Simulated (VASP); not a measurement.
# S (R-3m) in VASP: further runs

S is run at these levels: PBE; tasks: single point, relaxation of cell and atoms.

Everything below comes from runs of VASP 6.6.1. Logs are shortened: lines on timing, memory, paths and dates and some standing lists are left out, and cuts for length are marked.

## Step 1: The cell of the first run

Symmetry: R-3m, No. 166, trigonal system. Conventional cell: a = 2.931 Å, b = 2.931 Å, c = 4.705 Å, α = 90.00°, β = 90.00°, γ = 120.00°. S (site symmetry -3m) has 12 S at 2.31 to 2.93 Å within 3.0 Å.

## Step 2: Single point, PBE

Input file INCAR:

```
PREC = Accurate
ENCUT = 520
EDIFF = 1E-6
ISMEAR = -1
SIGMA = 0.08
LREAL = F
LASPH = T
NELM = 60
ALGO = Normal
ISIF = 2
LWAVE = F
LCHARG = F
GGA = PE
NBANDS = 13
```

Input file KPOINTS:

```
Automatic mesh
0
Gamma
  14 14 14
```

Input file POSCAR:

```
S
1.0
    1.4657437805     -0.8462475662      3.1363347843
    0.0000000000      1.6924951324      3.1363347843
   -1.4657437805     -0.8462475662      3.1363347843
S
2
Direct
    0.2499999030      0.2499999030      0.2499999030
   -0.2499999030     -0.2499999030     -0.2499999030
```

Potentials or basis: VASP PAW PBE potentials, release 64 (S).

On the command line:

```bash
$ cat potpaw_PBE.64/S/POTCAR > POTCAR
$ mpirun -np 1 vasp_std > vasp.out
```

OUTCAR:

```text
PREC = Accurate
   ENCUT = 520
   EDIFF = 1E-6
   ISMEAR = -1
   LREAL = F
   LASPH = T
   NELM = 60
   ISIF = 2
   GGA = PE

 ion  position               nearest neighbor table
   1  0.250  0.250  0.250-   2 2.31   2 2.31   2 2.31   2 2.31   2 2.31   2 2.31
   2  0.750  0.750  0.750-   1 2.31   1 2.31   1 2.31   1 2.31   1 2.31   1 2.31

  LATTYP: Found a trigonal (rhomboedric) cell.
 ALAT       =     3.5638652686
 COS(alpha) =     0.6616987821

  Lattice vectors:

 A1 = (   1.4657437805,  -0.8462475662,   3.1363347843)
 A2 = (   0.0000000000,   1.6924951324,   3.1363347843)
 A3 = (  -1.4657437805,  -0.8462475662,   3.1363347843)

Analysis of symmetry for initial positions (statically):
=====================================================================
 Subroutine PRICEL returns following result:

  LATTYP: Found a trigonal (rhomboedric) cell.
 ALAT       =     2.3073107763
 COS(alpha) =     0.1928877724

  Lattice vectors:

 A1 = (  -1.4657437805,  -0.8462475662,  -1.5681655668)
 A2 = (   0.0000000000,   1.6924951324,  -1.5681655668)
 A3 = (   1.4657437805,  -0.8462475662,  -1.5681692175)

   2 primitive cells build up your supercell.

 Routine SETGRP: Setting up the symmetry group for a
 trigonal (rhombohedral) supercell.

 Subroutine GETGRP returns: Found 12 space group operations
 (whereof 12 operations were pure point group operations)
 out of a pool of 12 trial point group operations.

The static configuration has the point symmetry D_3d.

Analysis of symmetry for dynamics (positions and initial velocities):
=====================================================================
 Subroutine PRICEL returns following result:

  LATTYP: Found a trigonal (rhomboedric) cell.
 ALAT       =     2.3073107763
 COS(alpha) =     0.1928877724

  Lattice vectors:

 A1 = (  -1.4657437805,  -0.8462475662,  -1.5681655668)
 A2 = (   0.0000000000,   1.6924951324,  -1.5681655668)
 A3 = (   1.4657437805,  -0.8462475662,  -1.5681692175)

   2 primitive cells build up your supercell.

 Routine SETGRP: Setting up the symmetry group for a
 trigonal (rhombohedral) supercell.

 Subroutine GETGRP returns: Found 12 space group operations
 (whereof 12 operations were pure point group operations)
 out of a pool of 12 trial point group operations.

The dynamic configuration has the point symmetry D_3d.

 Subroutine INISYM returns: Found 12 space group operations
 (whereof 12 operations are pure point group operations),
 and found     2 'primitive' translations

----------------------------------------------------------------------------------------

                                     Primitive cell

  volume of cell :      11.6708

  direct lattice vectors                    reciprocal lattice vectors
    -1.465743780 -0.846247566 -1.568165567    -0.341124005 -0.196947730 -0.212562424
     0.000000000  1.692495132 -1.568165567    -0.000000265  0.393895919 -0.212562424
     1.465743780 -0.846247566 -1.568169217     0.341123475 -0.196947730 -0.212562424

  length of vectors
     2.307310776  2.307310776  2.307313257     0.447589968  0.447589968  0.447589564

  position of ions in fractional coordinates (direct lattice)
     0.500000000  0.500000000  0.500000000

  ion indices of the primitive-cell ions
   primitive index   ion index
                 1           1

----------------------------------------------------------------------------------------

 KPOINTS: Automatic mesh

Automatic generation of k-mesh.
 Grid dimensions read from file:
 generate k-points for:   14   14   14

 Generating k-lattice:

  Cartesian coordinates                     Fractional coordinates (reciprocal lattice)
     0.024365981 -0.014067706  0.007591512     0.071428571  0.000000000  0.000000000
     0.000000000  0.028135412  0.007591512     0.000000000  0.071428571  0.000000000
    -0.024365981 -0.014067706  0.007591512     0.000000000  0.000000000  0.071428571

  Length of vectors
     0.029141593  0.029141593  0.029141593

  Shift w.r.t. Gamma in fractional coordinates (k-lattice)
     0.000000000  0.000000000  0.000000000

 Subroutine IBZKPT returns following result:
 ===========================================

 Found    288 irreducible k-points:

 Following reciprocal coordinates:
            Coordinates               Weight
  0.000000  0.000000  0.000000      1.000000
  0.071429  0.000000 -0.000000      6.000000
  0.142857  0.000000 -0.000000      6.000000
  0.214286  0.000000 -0.000000      6.000000
  0.285714  0.000000  0.000000      6.000000
  0.357143  0.000000 -0.000000      6.000000
[... 16 lines left out ...]
  0.214286  0.142857  0.000000     12.000000
  0.285714  0.142857  0.000000     12.000000
 [... further k-points ...]
   k-points           NKPTS =    288   k-points in BZ     NKDIM =    288   number of bands    NBANDS=     13
   number of dos      NEDOS =    301   number of ions     NIONS =      2
   total plane-waves  NPLWV =  21952
   dimension x,y,z NGX =    28 NGY =   28 NGZ =   28
   dimension x,y,z NGXF=    56 NGYF=   56 NGZF=   56
   ions per type =               2
   NGX,Y,Z   is equivalent  to a cutoff of  13.06, 13.06, 13.06 a.u.
   NGXF,Y,Z  is equivalent  to a cutoff of  26.12, 26.12, 26.12 a.u.
 SYSTEM =  unknown system
   PREC   = accura    normal or accurate (medium, high low for compatibility)
   ISTART =      0    job   : 0-new  1-cont  2-samecut
   ICHARG =      2    charge: 1-file 2-atom 10-const
   ISPIN  =      1    spin polarized calculation?
   LNONCOLLINEAR =      F non collinear calculations
   LSORBIT =      F    spin-orbit coupling
   LASPH  =      T    aspherical Exc in radial PAW
   ENCUT  =  520.0 eV  38.22 Ry    6.18 a.u.   6.63  6.63  6.63*2*pi/ulx,y,z
   NELM   =     60;   NELMIN=  2; NELMDL= -5     # of ELM steps
   EDIFF  = 0.1E-05   stopping-criterion for ELM
   LREAL  =      F    real-space projection
   EDIFFG = 0.1E-04   stopping-criterion for IOM
   NSW    =      0    number of steps for IOM
   IBRION =     -1    ionic relax: 0-MD 1-quasi-New 2-CG
   NFREE  =      0    steps in history (QN), initial steepest desc. (CG)
   ISIF   =      2    stress and relaxation
   ISYM   =      2    0-nonsym 1-usesym 2-fastsym
   POTIM  = 0.5000    time-step for ionic-motion
   TEBEG  =    0.0;   TEEND  =   0.0 temperature during run
   PSTRESS=    0.0 pullay stress
   NELECT =      12.0000    total number of electrons
   NUPDOWN=      -1.0000    fix difference up-down
   EMIN   =  10.00;   EMAX   =-10.00  energy-range for DOS
   EFERMI =   0.00;   METHOD = LEGACY
   ISMEAR =    -1;   SIGMA  =   0.08  broadening in eV -4-tet -1-fermi 0-gaus
   EFERMI_NEDOS =   21; number of points for ismear=-14 and -15
   IALGO  =     38    algorithm
   IMIX   =      4    mixing-type and parameters
     AMIX     =   0.40;   BMIX     =  1.00
     AMIX_MAG =   1.60;   BMIX_MAG =  1.00
  volume/ion in A,a.u.               =      11.67        78.76
  Fermi-wavevector in a.u.,A,eV,Ry     =   1.311472  2.478322 23.401443  1.719958
  Thomas-Fermi vector in A             =   2.441931
   LORBIT       =      0    0 simple, 1 ext, 2 COOP (PROOUT), +10 PAW based schemes
   GGA     = PE    functional components
   LHFCALC =     F    Hartree Fock is set to
   AEXX    =    0.0000 exact exchange contribution
   IVDW    =     0    specifies the selected vdW correction
   LEPSILON=     F    determine dielectric tensor
   LRPA    =     F    only Hartree local field effects (RPA)
 non-spin polarized calculation
  energy-cutoff  :      520.00
  volume of cell :       23.34
 maximum number of plane-waves:       647
   NGX = 13   NGY = 13   NGZ = 13

 number of electron      11.9999998 magnetization

 Free energy of the ion-electron system (eV)
  ---------------------------------------------------
  ext. energy  EPLUGINS =         0.00000000
  ---------------------------------------------------
  free energy    TOTEN  =        -5.48351198 eV

  energy without entropy =       -5.46956516  energy(sigma->0) =       -5.47653857

 E-fermi :  13.2534     XC(G=0): -12.5142

 val. band max:       13.2420976191   @ k =   0.2857   0.2857   0.2857
 cond. band min:      13.2675493932   @ k =   0.3571   0.2857   0.2857
 fundamental gap:      0.0254517741
 Fermi energy:        13.2533736388

 k-point     1 :       0.0000    0.0000    0.0000
  band No.  band energies     occupation
      1      -8.1356      2.00000
      2       4.6683      2.00000
      3       5.2429      2.00000
      4      10.2581      2.00000
      5      10.2581      2.00000
      6      15.7537      0.00000
      7      15.7537      0.00000
      8      16.8012      0.00000
      9      17.8503      0.00000
     10      19.1858      0.00000
     11      19.1858      0.00000
     12      20.1946      0.00000
     13      20.1946      0.00000

 k-point     2 :       0.0714    0.0000   -0.0000
  band No.  band energies     occupation
      1      -8.0233      2.00000
      2       4.3577      2.00000
      3       5.5664      2.00000
      4       9.7566      2.00000
      5      10.1830      2.00000
      6      15.2160      0.00000
      7      15.3077      0.00000
      8      16.8881      0.00000
      9      17.2956      0.00000
     10      19.0155      0.00000
     11      19.4833      0.00000
     12      20.9063      0.00000
     13      21.4791      0.00000

 k-point     3 :       0.1429    0.0000   -0.0000
  band No.  band energies     occupation
      1      -7.6874      2.00000
      2       3.8258      2.00000
      3       5.9649      2.00000
      4       8.8529      2.00000
      5       9.9984      2.00000
      6      14.0303      0.00012
      7      14.1391      0.00003
      8      15.7469      0.00000
      9      17.7353      0.00000
     10      19.4766      0.00000
     11      20.3335      0.00000
     12      22.4988      0.00000
     13      23.6096      0.00000
[... 305 lines left out ...]
 k-point    23 :       0.2143    0.1429    0.0000
  band No.  band energies     occupation
      1      -7.2163      2.00000
      2       2.5649      2.00000
      3       6.2730      2.00000
      4       8.7696      2.00000
      5      10.4516      2.00000
      6      10.5133      2.00000
      7      15.3405      0.00000
      8      16.9695      0.00000
      9      17.0639      0.00000
     10      20.2477      0.00000
     11      21.7565      0.00000
     12      22.5923      0.00000
     13      25.5200      0.00000

 k-point    24 :       0.2857    0.1429    0.0000
  band No.  band energies     occupation
      1      -6.6189      2.00000
      2       2.0679      2.00000
      3       5.5849      2.00000
      4       8.2931      2.00000
      5       9.2515      2.00000
      6      11.2557      2.00000
      7      14.0354      0.00011
      8      16.3061      0.00000
      9      17.9386      0.00000
     10      20.3768      0.00000
     11      23.5864      0.00000
     12      24.4772      0.00000
     13      26.9624      0.00000

 [... further k-points ...]

------------------------ aborting loop because EDIFF is reached ----------------------------------------

  FORCE on cell =-STRESS in cart. coord.  units (eV):
  Direction    XX          YY          ZZ          XY          YZ          ZX
  --------------------------------------------------------------------------------------
  -------------------------------------------------------------------------------------
  Total        8.3627954      8.3627954      8.3668342      0.0000000      0.0000000      0.0000000
  in kB      574.0277603    574.0277602    574.3049874      0.0000000      0.0000000      0.0000000
  external PRESSURE =     574.1201693 kB  Pullay stress =       0.0000000 kB

 VOLUME and BASIS-vectors are now :
 -----------------------------------------------------------------------------
  energy-cutoff  :      520.00
  volume of cell :       23.34
      direct lattice vectors                 reciprocal lattice vectors
     1.465743780 -0.846247566  3.136334784     0.341123740 -0.196947883  0.106281171
     0.000000000  1.692495132  3.136334784     0.000000000  0.393895766  0.106281171
    -1.465743780 -0.846247566  3.136334784    -0.341123740 -0.196947883  0.106281171

 POSITION                                       TOTAL-FORCE (eV/Angst)
 -----------------------------------------------------------------------------------
      0.00000      0.00000      2.35225         0.000000      0.000000      0.000000
      0.00000      0.00000      7.05675         0.000000      0.000000     -0.000000
 -----------------------------------------------------------------------------------
    total drift:                                0.000000     -0.000000      0.000000

  FREE ENERGIE OF THE ION-ELECTRON SYSTEM (eV)
  ---------------------------------------------------
  free  energy   TOTEN  =        -5.4835119775 eV

  energy  without entropy=       -5.4695651570  energy(sigma->0) =       -5.47653857
```

Wall time 68 s (1 thread of Intel Xeon Platinum 8259CL at 2.50GHz (Skylake/Cascade Lake), shared host); peak memory 0.19 GiB.

Results:

```yaml
Free_energy: -5.4835 eV
Pressure: 57.4 GPa
Band_gap_on_the_k_mesh: zero (bands 6 and 7 overlap by 6.08 eV)
```

Caveat: the cell stands under pressure.

## Step 3: Single point, PBE

Input file INCAR:

```
SYSTEM = S
ALGO = Normal
EDIFF = 1E-6
ENCUT = 520
GGA = PE
ISIF = 2
ISMEAR = -1
LASPH = .TRUE.
LCHARG = .FALSE.
LREAL = .FALSE.
LWAVE = .FALSE.
NBANDS = 13
NELM = 80
PREC = Accurate
SIGMA = 0.08
```

Input file KPOINTS:

```
k-points
0
G
  14 14 14
  0 0 0
```

Input file POSCAR:

```
S
1.0
    1.4660594271     -0.8464298049      3.1362809996
    0.0000000000      1.6928596097      3.1362809996
   -1.4660594271     -0.8464298049      3.1362809996
S
2
Direct
    0.2500000000      0.2500000000      0.2500000000
   -0.2500000000     -0.2500000000     -0.2500000000
```

Potentials or basis: VASP PAW PBE potentials, release 64 (S).

On the command line:

```bash
$ cat potpaw_PBE.64/S/POTCAR > POTCAR
$ mpirun -np 1 vasp_std > vasp.out
```

It took 67 s on 1 thread of Intel Xeon Platinum 8259CL at 2.50GHz (Skylake/Cascade Lake), shared host; peak memory 0.19 GiB.

It converged, with:

| Property | Result |
| --- | --- |
| Free energy | -5.4870 eV |
| Pressure | 57.3 GPa |
| Band gap on the k mesh | zero (bands 6 and 7 overlap by 6.07 eV) |

Levels at points of the mesh, in eV from the Fermi level:
| k point | band 3 | band 4 | band 5 | band 6 | band 7 | band 8 | band 9 | band 10 |
| --- | --- | --- | --- | --- | --- | --- | --- | --- |
| (0.00, 0.00, 0.00) | -8.01 | -3.00 | -3.00 | 2.50 | 2.50 | 3.55 | 4.59 | 5.93 |
| (0.50, 0.00, 0.00) | -5.90 | -5.90 | -3.22 | -3.22 | -1.93 | -1.93 | 6.85 | 6.85 |
| (0.50, 0.50, 0.00) | -11.87 | -9.72 | -6.38 | 0.39 | 4.12 | 5.24 | 5.31 | 8.29 |
| (0.50, 0.50, 0.50) | -1.77 | -1.77 | -1.77 | -1.77 | 1.57 | 1.57 | 8.36 | 8.36 |

Caveat: the cell stands under pressure.

(Continued in part 2 of 2.)

The gap in the log of VASP goes by the Fermi energy; the results here count the filled bands.